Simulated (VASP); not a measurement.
Wanted: the native input for a VASP 6.6.1 run.

```
Task                   : single point
Functional             : r2SCAN
Potentials or basis    : VASP PAW PBE potentials, release 64 (Ba_sv, Ti_sv, O)
Cutoff                 : 520 eV
k mesh                 : 6 × 6 × 6
Occupations            : gaussian, width 0.05 eV
Spin                   : no spin polarisation
Dipole correction      : no
Further INCAR settings : ALGO = Normal; EDIFF = 1e-06; NBANDS = 28
```

The system is BaTiO3.

```
Ba Ti O
1.0
     2.84005    1.63971    2.33143
    -2.84005    1.63971    2.33143
     0.00000   -3.27941    2.33143
Ba Ti O
1 1 3
Direct
  0.00279 0.00279 0.00279
  0.51625 0.51625 0.51625
  0.48975 0.48975 0.98016
  0.48975 0.98016 0.48975
  0.98016 0.48975 0.48975
```

One way to write it, as run:

POSCAR

```
BaTiO3
1.0
    2.8400536804      1.6397057569      2.3314328372
   -2.8400536804      1.6397057569      2.3314328372
    0.0000000000     -3.2794115137      2.3314328372
Ba Ti O
1 1 3
Direct
    0.0027851041      0.0027851041      0.0027851041
    0.5162478478      0.5162478478      0.5162478478
    0.4897536548      0.4897536548      0.9801597385
    0.4897536548      0.9801597385      0.4897536548
    0.9801597385      0.4897536548      0.4897536548
```

INCAR.step1

```
SYSTEM = BaTiO3
  PREC = Accurate
  ENCUT = 520
  ISMEAR = 0
  SIGMA = 0.05
  LREAL = .False.
  LASPH = .True.
  NELM = 80
  NBANDS = 28
  GGA = PE
  ALGO = Normal
  EDIFF = 1E-4
  LWAVE = .True.
  LCHARG = .False.
```

INCAR.step2

```
SYSTEM = BaTiO3
  PREC = Accurate
  ENCUT = 520
  EDIFF = 1E-6
  ISMEAR = 0
  SIGMA = 0.05
  LREAL = .False.
  LASPH = .True.
  NELM = 80
  ALGO = Normal
  ISIF = 2
  LWAVE = .False.
  LCHARG = .False.
  METAGGA = R2SCAN
  LMIXTAU = .True.
  NBANDS = 28
  ISTART = 1
```

KPOINTS

```
Automatic mesh
0
Gamma
  6 6 6
  0 0 0
```

Potentials or basis: VASP PAW PBE potentials, release 64 (Ba_sv, Ti_sv, O).

The run is started by

```console
$ cat potpaw_PBE.64/Ba_sv/POTCAR potpaw_PBE.64/Ti_sv/POTCAR potpaw_PBE.64/O/POTCAR > POTCAR
$ cp INCAR.step1 INCAR
$ mpirun -np 1 vasp_std > vasp.out
$ cp INCAR.step2 INCAR
$ mpirun -np 1 vasp_std > vasp.out
```

It gave:

| Item | Value |
| --- | --- |
| Pressure | 1.9 GPa |
| Largest force | 0.175 eV/Å |
| Band gap on the k mesh | 2.85 eV, indirect (least direct gap 3.31 eV) |

Caveat: the PAW data sets were made with another functional, which shifts forces and pressure a little; spin-orbit coupling is left out, which moves the levels of the heavy elements.

It took 2.1 min on 1 thread of Intel(R) Xeon(R) 6975P-C (Granite Rapids) (shared host), peak memory 0.21 GiB.
